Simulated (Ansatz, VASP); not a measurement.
## TeP2 in VASP and in Ansatz

The input INCAR:

```
ALGO = Normal ; EDIFF = 1E-7
EDIFFG = -0.01 ; ENCUT = 600
GGA = PE ; IBRION = 2
ISIF = 3 ; ISMEAR = 0
LASPH = T ; LCHARG = F
LREAL = F ; LWAVE = F
NELM = 80 ; NSW = 100
PREC = Accurate ; SIGMA = 0.1
```

The input KPOINTS:

```
k-points
0
Gamma
  12 12 12
```

POSCAR

```
TeP2
1.0
    0.0000000000      3.2676428859      3.2676428859
    3.2676428859      0.0000000000      3.2676428859
    3.2676428859      3.2676428859      0.0000000000
Te P
1 2
Direct
    0.0000000000      0.0000000000      0.0000000000
    0.2500000000      0.2500000000      0.2500000000
    0.7500000000      0.7500000000      0.7500000000
```

Input for Ansatz:

```yaml
crystal:
  lattice:
    - [0.0, 3.2676428859, 3.2676428859]
    - [3.2676428859, 0.0, 3.2676428859]
    - [3.2676428859, 3.2676428859, 0.0]
  atoms:
    - { symbol: Te, position: [0.0, 0.0, 0.0] }
    - { symbol: P, position: [0.25, 0.25, 0.25] }
    - { symbol: P, position: [0.75, 0.75, 0.75] }
basis:
  ecutwfc: 420
kpoints:
  mp_grid: { grid: [12, 12, 12] }
hamiltonian:
  xc: pbe
scf:
  occupations: { method: gaussian, width: 0.1 }
output:
  forces: true
  stress: true
  eigenvalues: true
  write_density: true
  write_potential: true
  elf: true
  volumetric_format: npy
relax:
  adjacent_minimum: "off"
  f_tol: 0.01
  max_steps: 80
  cell: { stress_tol: 0.05 }
```

Change from the starting cell: species swapped into the CeO2 type (Fm-3m, No. 225).

Alike in both runs: task relaxation of cell and atoms; functional PBE; k mesh 12 × 12 × 12; occupations gaussian, width 0.1 eV; no spin polarisation.

|  | VASP | Ansatz |
| --- | --- | --- |
| version | VASP 6.6.1 | Ansatz 0.2.0 |
| potentials or method | VASP PAW PBE potentials, release 64 (Te, P), cutoff 600 eV | scalar-relativistic, plane waves, PAW |
| valence electrons in the cell | 16 | 26 |

Ansatz gave:

* gap on the k mesh at the Fermi level, each at its own relaxed structure (eV): none
* relaxed volume (Å³/atom): 23.33
* relaxed cell length with the largest relative difference (Å): 4.626

Task: Which values does VASP return?

Result: gap on the k mesh at the Fermi level, each at its own relaxed structure (eV): none; relaxed volume (Å³/atom): 23.32; relaxed cell length with the largest relative difference (Å): 4.625.

A gap of «none» marks a metal or a gap that the smearing closes. VASP's potentials hold 16 valence electrons a cell and Ansatz's 26, so a difference there can come from the potentials and not from the codes.

Neither program's run includes spin-orbit coupling.
